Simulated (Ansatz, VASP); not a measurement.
# Two plane-wave programs on Fe

File INCAR:

```
SYSTEM = Fe
ALGO     = Normal         ! electronic algorithm
EDIFF    = 1E-6           ! SCF threshold, eV
ENCUT    = 520            ! plane-wave cutoff, eV
GGA      = PS             ! functional
ISIF     = 2              ! what is computed and relaxed
ISMEAR   = -1             ! smearing method
ISPIN    = 2              ! spin polarisation
LASPH    = .True.         ! aspherical terms in the spheres
LCHARG   = .False.        ! write CHGCAR
LMAXMIX  = 4              ! l up to which the mixer works
LORBIT   = 11             ! projections on sites
LREAL    = .False.        ! projectors in reciprocal space
LWAVE    = .False.        ! write WAVECAR
MAGMOM   = 2.473 2.24 2.24 ! initial moments
NBANDS   = 23             ! bands
NELM     = 150            ! most SCF steps
PREC     = Accurate       ! precision mode
SIGMA    = 0.05           ! smearing width, eV
```

Contents of KPOINTS:

```
k-points
0
Gamma
  10 10 15
  0 0 0
```

POSCAR

```
Fe
1.0
    4.1003242270      0.0000000000      0.0000000000
   -2.0501621135      3.5509849443      0.0000000000
    0.0000000000      0.0000000000      2.3308402562
Fe
3
Direct
    0.0000000000      0.0000000000      0.0000000000
    0.3333333333      0.6666666667      0.5000000000
    0.6666666667      0.3333333333      0.5000000000
```

Input for Ansatz:

```yaml
crystal:
  lattice:
    - [4.100324227, 0.0, 0.0]
    - [-2.0501621135, 3.5509849443, 0.0]
    - [0.0, 0.0, 2.3308402562]
  atoms:
    - { symbol: Fe, position: [0.0, 0.0, 0.0], spin: 2.473 }
    - { symbol: Fe, position: [0.3333333333, 0.6666666667, 0.5], spin: 2.24 }
    - { symbol: Fe, position: [0.6666666667, 0.3333333333, 0.5], spin: 2.24 }
hamiltonian:
  xc: pbesol
  pseudopotentials:
    kind: paw
    azcp:
      Fe: "pseudopotentials/Fe.paw.azcp"
basis:
  ecutwfc: 420
  fft_grid_basis: typed
kpoints:
  mp_grid: { grid: [10, 10, 15], shift: [0, 0, 0] }
magnetization:
  spin_polarized: true
scf:
  occupations: { method: fermi_dirac, width: 0.05 }
  lower_state_search: "off"
output:
  stress: true
  write_density: true
  write_potential: true
  elf: true
  volumetric_format: npy
```

Alike in both runs: task single point; functional PBEsol; k mesh 10 × 10 × 15; occupations fermi-dirac, width 0.05 eV; collinear spin.

```csv
,VASP,Ansatz
version,VASP 6.6.1,Ansatz 0.2.0
potentials or method,"VASP PAW PBE potentials, release 64 (Fe), cutoff 520 eV","plane waves (420 eV) with PAW, scalar-relativistic"
valence electrons in the cell,24,48
```

|  | VASP | Ansatz | Ansatz less VASP |
| --- | --- | --- | --- |
| pressure (GPa) | -18.1 | -0.1 | +18.04 |
| traceless stress, the component that is largest in VASP (GPa) | 10.38 | 0.04 | -10.344 |
| net moment per atom (μB) | 1.24 | 2.32 | +1.085 |
| size of the moment on the site where the two differ most (μB) | 0.52 | 2.47 | +1.948 |

The net moments are unlike, so the other rows may belong to different states. VASP's potentials were made for PBE, not for PBEsol, and Ansatz warns of the same on its side. Site moments also hang on the region over which each program counts them. VASP's potentials hold 24 valence electrons a cell and Ansatz's 48, so a difference there can come from the potentials and not from the codes.
